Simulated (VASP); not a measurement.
Input of a VASP 6.6.1 run:

File INCAR:

```
SYSTEM = SrO
PREC = Accurate
ENCUT = 600
EDIFF = 1E-6
ISMEAR = 0
SIGMA = 0.02
LREAL = .False.
LASPH = .True.
NELM = 120
ALGO = Normal
ISIF = 2
LWAVE = .False.
LCHARG = .True.
GGA = PE
IVDW = 12
LELF = .True.
LVHAR = .True.
NBANDS = 15
GGA_COMPAT = .False.
```

The input KPOINTS:

```
regular mesh
0
Gamma
  8 8 8
  0 0 0
```

File POSCAR:

```
SrO
1.0
    0.0000000000      2.5746122220      2.5746122220
    2.5746122220      0.0000000000      2.5746122220
    2.5746122220      2.5746122220      0.0000000000
Sr O
1 1
Direct
    0.0000000000      0.0000000000      0.0000000000
    0.5000000000      0.5000000000      0.5000000000
```

Potentials or basis: VASP PAW PBE potentials, release 64 (Sr_sv, O).

Launch:

```console
$ cat potpaw_PBE.64/Sr_sv/POTCAR potpaw_PBE.64/O/POTCAR > POTCAR
$ mpirun -np 1 vasp_std > vasp.out
```

Task: Estimate the band gap on the k mesh.

Result: 3.27 eV, indirect (least direct gap 3.36 eV).

Task: What does it give for the dispersion energy per atom?

Result: -0.245 eV.

A k mesh can miss the band edges. PBE gaps usually lie below the measured ones, often by a third to a half.
